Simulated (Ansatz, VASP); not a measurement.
# One calculation of Mg, two programs

The input INCAR:

```
PREC     = Accurate       # precision mode
ENCUT    = 520            # plane-wave cutoff, eV
EDIFF    = 1E-6           # SCF threshold, eV
ISMEAR   = -1             # smearing method
SIGMA    = 0.1            # smearing width, eV
LREAL    = F              # projectors in reciprocal space
LASPH    = T              # aspherical terms in the spheres
NELM     = 100            # most SCF steps
ALGO     = Normal         # electronic algorithm
ISIF     = 2              # what is computed and relaxed
LWAVE    = F              # write WAVECAR
LCHARG   = F              # write CHGCAR
GGA      = PS             # functional
NBANDS   = 7              # bands
```

KPOINTS

```
regular mesh
0
Gamma
  12 12 12
```

The input POSCAR:

```
Mg
1.0
    2.8708559058      0.0000000000      0.0000000000
    0.0000000000      2.8708559058      0.0000000000
    0.0000000000      0.0000000000      2.8708559058
Mg
1
Direct
    0.0000000000      0.0000000000      0.0000000000
```

Input for Ansatz:

```yaml
crystal:
  lattice:
    - [2.8708559058, 0.0, 0.0]
    - [0.0, 2.8708559058, 0.0]
    - [0.0, 0.0, 2.8708559058]
  atoms:
    - { symbol: Mg, position: [0.0, 0.0, 0.0] }
hamiltonian:
  xc: pbesol
  pseudopotentials:
    kind: paw
    azcp:
      Mg: "pseudopotentials/Mg.paw.azcp"
basis:
  ecutwfc: 420
  fft_grid_basis: typed
kpoints:
  mp_grid: { grid: [12, 12, 12], shift: [0, 0, 0] }
magnetization:
  spin_polarized: false
scf:
  occupations: { method: fermi_dirac, width: 0.1 }
  lower_state_search: "off"
output:
  stress: true
```

Alike in both runs: task single point; functional PBEsol; k mesh 12 × 12 × 12; occupations fermi-dirac, width 0.1 eV; no spin polarisation.

```csv
,VASP,Ansatz
version,VASP 6.6.1,Ansatz 0.2.0
potentials or method,"VASP PAW PBE potentials, release 64 (Mg), cutoff 520 eV","plane waves (420 eV) with PAW, scalar-relativistic"
valence electrons in the cell,2,10
```

```csv
,VASP,Ansatz,Ansatz less VASP
pressure (GPa),4.0,4.0,-0.02
```

VASP's potentials were made for PBE, not for PBEsol, and Ansatz warns of the same on its side. VASP's potentials hold 2 valence electrons a cell and Ansatz's 10, so a difference there can come from the potentials and not from the codes.
